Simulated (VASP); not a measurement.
CdSe, 2 atoms in the cell. It takes space group I-4m2 (No. 119, tetragonal). The conventional cell has a = 4.338 Å, b = 4.338 Å, c = 5.881 Å, α = 90.00°, β = 90.00°, γ = 90.00°. Cd (site symmetry -4m2) has 4 Se at 2.62 Å within 3.5 Å. Within 3.5 Å of Se (site symmetry -4m2) lie 4 Cd at 2.62 Å.  This cell differs from its parent crystal: uniaxial z strain -4.2%.

```yaml
Program: VASP 6.6.1
Task: single point
Functional: PBE
Potentials_or_basis: VASP PAW PBE potentials, release 64 (Cd, Se)
Cutoff: 520 eV
k_mesh: 8 × 8 × 8
Occupations: fermi-dirac, width 0.02 eV
Spin: no spin polarisation
Dipole_correction: no
Further_INCAR_settings: ALGO = Normal; EDIFF = 1e-06; NBANDS = 16
```

Potentials or basis: VASP PAW PBE potentials, release 64 (Cd, Se).

The run is started by

```sh
$ cat potpaw_PBE.64/Cd/POTCAR potpaw_PBE.64/Se/POTCAR > POTCAR
$ mpirun -np 1 vasp_std > vasp.out
```

Hardware: 1 thread of Intel(R) Xeon(R) Platinum 8559C (Emerald Rapids) (shared host).

Problem. How long does it take, and how much memory?

Solution. Wall time 16 s on 1 thread of Intel(R) Xeon(R) Platinum 8559C (Emerald Rapids), on a shared host, peak memory 0.21 GiB. Counts: scf iterations 12, k points 59.
